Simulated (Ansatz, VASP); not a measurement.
# Two plane-wave programs on GeN

```
CELL_PARAMETERS angstrom
0.00000 2.24487 2.24487
2.24487 0.00000 2.24487
2.24487 2.24487 0.00000
ATOMIC_POSITIONS crystal
Ge 0.00000 0.00000 0.00000
N 0.50000 0.50000 0.50000
```

Alike in both runs: task relaxation of cell and atoms; functional PBE; k mesh 16 × 16 × 16; occupations gaussian, width 0.1 eV; no spin polarisation.

```csv
,VASP,Ansatz
version,VASP 6.6.1,Ansatz 0.2.0
potentials or method,"VASP PAW PBE potentials, release 64 (Ge_d, N), cutoff 600 eV","scalar-relativistic, plane waves, PAW"
valence electrons in the cell,19,19
```

|  | VASP | Ansatz | Ansatz less VASP |
| --- | --- | --- | --- |
| gap on the k mesh at the Fermi level, each at its own relaxed structure (eV) | none | none | - |
| relaxed volume (Å³/atom) | 11.31 | 11.31 | +0.001 |
| relaxed cell length with the largest relative difference (Å) | 3.174 | 3.174 | +0.0001 |

A gap of «none» marks a metal or a gap that the smearing closes.
